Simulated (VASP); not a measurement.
A run of VASP 6.6.1:

Contents of INCAR:

```
  PREC = Accurate
  ENCUT = 500
  EDIFF = 1E-6
  ISMEAR = 0
  SIGMA = 0.05
  LREAL = F
  LASPH = T
  NELM = 120
  ALGO = Normal
  ISIF = 2
  LWAVE = F
  LCHARG = F
  GGA = RP
  NBANDS = 19
  GGA_COMPAT = F
```

KPOINTS

```
Automatic mesh
0
Gamma
  6 6 6
```

Contents of POSCAR:

```
K2S
1.0
    0.0000000000      3.7101149314      3.7101149314
    3.7101149314      0.0000000000      3.7101149314
    3.7101149314      3.7101149314      0.0000000000
K S
2 1
Direct
    0.2500000000      0.2500000000      0.2500000000
    0.7500000000      0.7500000000      0.7500000000
    0.0000000000      0.0000000000      0.0000000000
```

Potentials or basis: VASP PAW PBE potentials, release 64 (K_sv, S).

Run with:

```bash
$ cat potpaw_PBE.64/K_sv/POTCAR potpaw_PBE.64/S/POTCAR > POTCAR
$ mpirun -np 1 vasp_std > vasp.out
```

Hardware: 1 thread of Intel Xeon 8259CL (shared host).

Q: How long does it take, and how much memory?

A: Wall time 57 s on 1 thread of Intel Xeon 8259CL (shared host), peak memory 0.24 GiB. Counts: scf iterations 16, k points 16.
